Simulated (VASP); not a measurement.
# SbAs2 (Fm-3m) in VASP: a series of runs

SbAs2 is run at these levels: PBE; tasks: single point, relaxation of cell and atoms.

All numbers are computed with VASP 6.6.1; they aren't measurements. Logs are shortened: lines on timing, memory, paths and dates and some standing lists are left out, and cuts for length are marked.

### 1 The cell of the first run

The structure is cubic, space group Fm-3m (No. 225). The conventional cell has a = 6.786 Å, b = 6.786 Å, c = 6.786 Å, α = 90.00°, β = 90.00°, γ = 90.00°. Sb (site symmetry m-3m) has 8 As at 2.94 Å within 3.9 Å. As (site symmetry -43m) has 4 Sb at 2.94 Å and 6 As at 3.39 Å within 3.9 Å.

### 2 Single point, PBE

INCAR

```
  PREC = Accurate
  ENCUT = 520
  EDIFF = 1E-6
  ISMEAR = 0
  SIGMA = 0.1
  LREAL = False
  LASPH = True
  NELM = 80
  ALGO = Normal
  ISIF = 2
  LWAVE = False
  LCHARG = False
  GGA = PE
  NBANDS = 14
```

KPOINTS

```
regular mesh
0
Gamma
  12 12 12
```

POSCAR

```
SbAs2
1.0
    0.0000000000      3.3930337152      3.3930337152
    3.3930337152      0.0000000000      3.3930337152
    3.3930337152      3.3930337152      0.0000000000
Sb As
1 2
Direct
    0.0000000000      0.0000000000      0.0000000000
    0.2500000000      0.2500000000      0.2500000000
    0.7500000000      0.7500000000      0.7500000000
```

Potentials or basis: VASP PAW PBE potentials, release 64 (Sb, As).

Launch:

```
cat potpaw_PBE.64/Sb/POTCAR potpaw_PBE.64/As/POTCAR > POTCAR
mpirun -np 1 vasp_std > vasp.out
```

OUTCAR:

```text
PREC = Accurate
   ENCUT = 520
   EDIFF = 1E-6
   ISMEAR = 0
   LREAL = False
   LASPH = True
   NELM = 80
   ISIF = 2
   GGA = PE

 ion  position               nearest neighbor table
   1  0.000  0.000  0.000-   2 2.94   3 2.94   3 2.94   3 2.94   3 2.94   2 2.94   2 2.94   2 2.94

   2  0.250  0.250  0.250-   1 2.94   1 2.94   1 2.94   1 2.94
   3  0.750  0.750  0.750-   1 2.94   1 2.94   1 2.94   1 2.94

  LATTYP: Found a face centered cubic cell.
 ALAT       =     6.7860674304

  Lattice vectors:

 A1 = (   0.0000000000,   3.3930337152,   3.3930337152)
 A2 = (   3.3930337152,   0.0000000000,   3.3930337152)
 A3 = (   3.3930337152,   3.3930337152,   0.0000000000)

Analysis of symmetry for initial positions (statically):
=====================================================================
 Subroutine PRICEL returns:
 Original cell was already a primitive cell.

 Routine SETGRP: Setting up the symmetry group for a
 face centered cubic supercell.

 Subroutine GETGRP returns: Found 48 space group operations
 (whereof 48 operations were pure point group operations)
 out of a pool of 48 trial point group operations.

The static configuration has the point symmetry O_h .

Analysis of symmetry for dynamics (positions and initial velocities):
=====================================================================
 Subroutine PRICEL returns:
 Original cell was already a primitive cell.

 Routine SETGRP: Setting up the symmetry group for a
 face centered cubic supercell.

 Subroutine GETGRP returns: Found 48 space group operations
 (whereof 48 operations were pure point group operations)
 out of a pool of 48 trial point group operations.

The dynamic configuration has the point symmetry O_h .

 Subroutine INISYM returns: Found 48 space group operations
 (whereof 48 operations are pure point group operations),
 and found     1 'primitive' translations

----------------------------------------------------------------------------------------

                                     Primitive cell

  volume of cell :      78.1258

  direct lattice vectors                    reciprocal lattice vectors
     0.000000000  3.393033715  3.393033715    -0.147360752  0.147360752  0.147360752
     3.393033715  0.000000000  3.393033715     0.147360752 -0.147360752  0.147360752
     3.393033715  3.393033715  0.000000000     0.147360752  0.147360752 -0.147360752

  length of vectors
     4.798474298  4.798474298  4.798474298     0.255236310  0.255236310  0.255236310

  position of ions in fractional coordinates (direct lattice)
     0.000000000  0.000000000  0.000000000
     0.250000000  0.250000000  0.250000000
     0.750000000  0.750000000  0.750000000

  ion indices of the primitive-cell ions
   primitive index   ion index
                 1           1
                 2           2
                 3           3

----------------------------------------------------------------------------------------

 KPOINTS: regular mesh

Automatic generation of k-mesh.
 Grid dimensions read from file:
 generate k-points for:   12   12   12

 Generating k-lattice:

  Cartesian coordinates                     Fractional coordinates (reciprocal lattice)
    -0.012280063  0.012280063  0.012280063     0.083333333  0.000000000  0.000000000
     0.012280063 -0.012280063  0.012280063     0.000000000  0.083333333  0.000000000
     0.012280063  0.012280063 -0.012280063     0.000000000  0.000000000  0.083333333

  Length of vectors
     0.021269692  0.021269692  0.021269692

  Shift w.r.t. Gamma in fractional coordinates (k-lattice)
     0.000000000  0.000000000  0.000000000

 Subroutine IBZKPT returns following result:
 ===========================================

 Found     72 irreducible k-points:

 Following reciprocal coordinates:
            Coordinates               Weight
  0.000000  0.000000  0.000000      1.000000
  0.083333  0.000000  0.000000      8.000000
  0.166667  0.000000  0.000000      8.000000
  0.250000  0.000000  0.000000      8.000000
  0.333333  0.000000  0.000000      8.000000
  0.416667  0.000000  0.000000      8.000000
[... 16 lines left out ...]
  0.500000  0.166667  0.000000     24.000000
 -0.416667  0.166667  0.000000     24.000000
 [... further k-points ...]
   k-points           NKPTS =     72   k-points in BZ     NKDIM =     72   number of bands    NBANDS=     14
   number of dos      NEDOS =    301   number of ions     NIONS =      3
   total plane-waves  NPLWV =  46656
   dimension x,y,z NGX =    36 NGY =   36 NGZ =   36
   dimension x,y,z NGXF=    72 NGYF=   72 NGZF=   72
   ions per type =               1   2
   NGX,Y,Z   is equivalent  to a cutoff of  12.47, 12.47, 12.47 a.u.
   NGXF,Y,Z  is equivalent  to a cutoff of  24.94, 24.94, 24.94 a.u.
 SYSTEM =  unknown system
   PREC   = accura    normal or accurate (medium, high low for compatibility)
   ISTART =      0    job   : 0-new  1-cont  2-samecut
   ICHARG =      2    charge: 1-file 2-atom 10-const
   ISPIN  =      1    spin polarized calculation?
   LNONCOLLINEAR =      F non collinear calculations
   LSORBIT =      F    spin-orbit coupling
   LASPH  =      T    aspherical Exc in radial PAW
   ENCUT  =  520.0 eV  38.22 Ry    6.18 a.u.   8.92  8.92  8.92*2*pi/ulx,y,z
   NELM   =     80;   NELMIN=  2; NELMDL= -5     # of ELM steps
   EDIFF  = 0.1E-05   stopping-criterion for ELM
   LREAL  =      F    real-space projection
   EDIFFG = 0.1E-04   stopping-criterion for IOM
   NSW    =      0    number of steps for IOM
   IBRION =     -1    ionic relax: 0-MD 1-quasi-New 2-CG
   NFREE  =      0    steps in history (QN), initial steepest desc. (CG)
   ISIF   =      2    stress and relaxation
   ISYM   =      2    0-nonsym 1-usesym 2-fastsym
   POTIM  = 0.5000    time-step for ionic-motion
   TEBEG  =    0.0;   TEEND  =   0.0 temperature during run
   PSTRESS=    0.0 pullay stress
   NELECT =      15.0000    total number of electrons
   NUPDOWN=      -1.0000    fix difference up-down
   EMIN   =  10.00;   EMAX   =-10.00  energy-range for DOS
   EFERMI =   0.00;   METHOD = LEGACY
   ISMEAR =     0;   SIGMA  =   0.10  broadening in eV -4-tet -1-fermi 0-gaus
   EFERMI_NEDOS =   21; number of points for ismear=-14 and -15
   IALGO  =     38    algorithm
   IMIX   =      4    mixing-type and parameters
     AMIX     =   0.40;   BMIX     =  1.00
     AMIX_MAG =   1.60;   BMIX_MAG =  1.00
  volume/ion in A,a.u.               =      26.04       175.74
  Fermi-wavevector in a.u.,A,eV,Ry     =   0.944439  1.784730 12.135911  0.891964
  Thomas-Fermi vector in A             =   2.072243
   LORBIT       =      0    0 simple, 1 ext, 2 COOP (PROOUT), +10 PAW based schemes
   GGA     = PE    functional components
   LHFCALC =     F    Hartree Fock is set to
   AEXX    =    0.0000 exact exchange contribution
   IVDW    =     0    specifies the selected vdW correction
   LEPSILON=     F    determine dielectric tensor
   LRPA    =     F    only Hartree local field effects (RPA)
 non-spin polarized calculation
 Gauss-broadening in eV      SIGMA  =   0.10
  energy-cutoff  :      520.00
  volume of cell :       78.13
 maximum number of plane-waves:      2126
   NGX = 17   NGY = 17   NGZ = 17

 number of electron      15.0000000 magnetization

 Free energy of the ion-electron system (eV)
  ---------------------------------------------------
  ext. energy  EPLUGINS =         0.00000000
  ---------------------------------------------------
  free energy    TOTEN  =       -12.01758681 eV

  energy without entropy =      -12.00765321  energy(sigma->0) =      -12.01262001

 E-fermi :   5.2259     XC(G=0):  -9.4873

 val. band max:        5.2163629776   @ k =   0.5000   0.3333   0.1667
 cond. band min:       5.2275720942   @ k =  -0.1667   0.2500   0.0833
 fundamental gap:      0.0112091166
 Fermi energy:         5.2258848957

 k-point     1 :       0.0000    0.0000    0.0000
  band No.  band energies     occupation
      1      -8.2440      2.00000
      2      -3.6451      2.00000
      3      -0.3372      2.00000
      4       2.7653      2.00000
      5       2.7653      2.00000
      6       2.7653      2.00000
      7       3.1148      2.00000
      8       3.1148      2.00000
      9       3.1148      2.00000
     10       7.1223      0.00000
     11       7.1223      0.00000
     12       7.1223      0.00000
     13      10.3457      0.00000
     14      10.3457      0.00000

 k-point     2 :       0.0833    0.0000    0.0000
  band No.  band energies     occupation
      1      -8.1859      2.00000
      2      -3.7163      2.00000
      3      -0.5860      2.00000
      4       2.3622      2.00000
      5       2.5367      2.00000
      6       2.5367      2.00000
      7       3.3327      2.00000
      8       3.3327      2.00000
      9       3.9426      2.00000
     10       7.0683      0.00000
     11       7.0938      0.00000
     12       7.0938      0.00000
     13      10.5970      0.00000
     14      10.5970      0.00000

 k-point     3 :       0.1667    0.0000    0.0000
  band No.  band energies     occupation
      1      -8.0128      2.00000
      2      -3.9355      2.00000
      3      -1.1642      2.00000
      4       2.2307      2.00000
      5       2.2307      2.00000
      6       2.2583      2.00000
      7       3.5798      2.00000
      8       3.5798      2.00000
      9       5.0702      1.97232
     10       7.0630      0.00000
     11       7.1204      0.00000
     12       7.1204      0.00000
     13      11.2488      0.00000
     14      11.2488      0.00000
[... 324 lines left out ...]
 k-point    23 :       0.5000    0.1667    0.0000
  band No.  band energies     occupation
      1      -6.5566      2.00000
      2      -5.5002      2.00000
      3      -3.1269      2.00000
      4       1.1016      2.00000
      5       1.3990      2.00000
      6       2.8077      2.00000
      7       4.4678      2.00000
      8       4.9895      1.99917
      9       5.7143      0.00000
     10       8.6411      0.00000
     11       8.7605      0.00000
     12       9.2450      0.00000
     13      11.4646      0.00000
     14      12.3847      0.00000

 k-point    24 :      -0.4167    0.1667    0.0000
  band No.  band energies     occupation
      1      -6.4359      2.00000
      2      -5.6428      2.00000
      3      -3.1580      2.00000
      4       1.2681      2.00000
      5       1.4197      2.00000
      6       2.6291      2.00000
      7       4.2348      2.00000
      8       5.1641      1.61790
      9       5.9391      0.00000
     10       8.2920      0.00000
     11       8.6786      0.00000
     12       9.5398      0.00000
     13      11.2894      0.00000
     14      12.9121      0.00000

 [... further k-points ...]
[... 5 lines left out ...]
  --------------------------------------------------------------------------------------
  -------------------------------------------------------------------------------------
  Total        0.0001215      0.0001215      0.0001215      0.0000000      0.0000000     -0.0000000
  in kB        0.0024927      0.0024927      0.0024927      0.0000000      0.0000000     -0.0000000
  external PRESSURE =       0.0024927 kB  Pullay stress =       0.0000000 kB

 VOLUME and BASIS-vectors are now :
 -----------------------------------------------------------------------------
  energy-cutoff  :      520.00
  volume of cell :       78.13
      direct lattice vectors                 reciprocal lattice vectors
     0.000000000  3.393033715  3.393033715    -0.147360752  0.147360752  0.147360752
     3.393033715  0.000000000  3.393033715     0.147360752 -0.147360752  0.147360752
     3.393033715  3.393033715  0.000000000     0.147360752  0.147360752 -0.147360752

 POSITION                                       TOTAL-FORCE (eV/Angst)
 -----------------------------------------------------------------------------------
      0.00000      0.00000      0.00000         0.000000      0.000000      0.000000
      1.69652      1.69652      1.69652         0.000000      0.000000      0.000000
      5.08955      5.08955      5.08955        -0.000000     -0.000000     -0.000000
 -----------------------------------------------------------------------------------
    total drift:                                0.000000      0.000000      0.000000

  FREE ENERGIE OF THE ION-ELECTRON SYSTEM (eV)
  ---------------------------------------------------
  free  energy   TOTEN  =       -12.0175868092 eV

  energy  without entropy=      -12.0076532087  energy(sigma->0) =      -12.01262001
```

It took 63 s on 1 thread of Intel Xeon Platinum 8259CL at 2.50GHz (Skylake/Cascade Lake), shared host; peak memory 0.25 GiB.

Results:

```yaml
Free_energy: -12.0176 eV
Pressure: 0.0 GPa
```

Caveat: spin-orbit coupling is left out, which moves the levels of the heavy elements.

### 3 Relaxation of cell and atoms, PBE

This run uses another cell than the first one, of 26.15 Å³/atom, 1.004 times its volume.

INCAR

```
SYSTEM = SbAs2
  PREC = Accurate
  ENCUT = 600
  EDIFF = 1E-6
  ISMEAR = 0
  SIGMA = 0.1
  LREAL = .False.
  LASPH = .True.
  NELM = 80
  ALGO = Normal
  ISIF = 3
  LWAVE = .False.
  LCHARG = .False.
  GGA = PE
  IBRION = 2
  NSW = 100
  EDIFFG = -0.01
```

KPOINTS

```
regular mesh
0
Gamma
  12 12 12
  0 0 0
```

POSCAR

```
SbAs2
1.0
    0.0000000000      3.3975681049      3.3975681049
    3.3975681049      0.0000000000      3.3975681049
    3.3975681049      3.3975681049      0.0000000000
Sb As
1 2
Direct
    0.0000000000      0.0000000000      0.0000000000
    0.2500000000      0.2500000000      0.2500000000
    0.7500000000      0.7500000000      0.7500000000
```

Potentials or basis: VASP PAW PBE potentials, release 64 (Sb, As).

Launch:

```
cat potpaw_PBE.64/Sb/POTCAR potpaw_PBE.64/As/POTCAR > POTCAR
mpirun -np 1 vasp_std > vasp.out
```

It took 1.7 min on 1 thread of Intel Xeon Platinum 8259CL at 2.50GHz (Skylake/Cascade Lake), shared host; peak memory 0.3 GiB.

Results (log left out):

```
Free energy                            : -12.0176 eV
Relaxed volume                         : 26.04 Å³/atom
Relaxed cell                           : a = 4.798 Å, b = 4.798 Å, c = 4.798 Å, α = 60.00°, β = 60.00°, γ = 60.00°
Space group after relaxing (to 0.05 Å) : Fm-3m (No. 225)
Energy gained by relaxing              : 0.1 meV/atom
Ionic steps                            : 3
Pressure after relaxing                : 0.0 GPa
```

The path:
```csv
step,energy change (eV),largest force (eV/Å),pressure (GPa),volume (Å³)
1,0.0000,0.0000,-0.23,78.44
2,-0.0002,0.0000,0.07,78.02
3,-0.0002,0.0000,0.01,78.12
```

Final structure:
```yaml
crystal:
  lattice:
    - [0.00000, 3.39294, 3.39294]
    - [3.39294, 0.00000, 3.39294]
    - [3.39294, 3.39294, 0.00000]
  atoms:
    - { symbol: Sb, position: [0.00000, 0.00000, 0.00000] }
    - { symbol: As, position: [0.25000, 0.25000, 0.25000] }
    - { symbol: As, position: [0.75000, 0.75000, 0.75000] }
```

Levels at points of the mesh, in eV from the Fermi level:
```csv
k point,band 3,band 4,band 5,band 6,band 7,band 8,band 9,band 10,band 11
"(0.00, 0.00, 0.00)",-5.56,-2.46,-2.46,-2.46,-2.11,-2.11,-2.11,1.90,1.90
"(0.50, 0.00, 0.00)",-7.73,-3.58,-3.58,-2.51,-1.62,-1.62,1.43,3.39,3.39
"(0.50, 0.50, 0.00)",-9.90,-4.99,-4.99,-1.89,1.32,1.32,1.67,2.14,4.25
```

Caveat: spin-orbit coupling is left out, which moves the levels of the heavy elements.
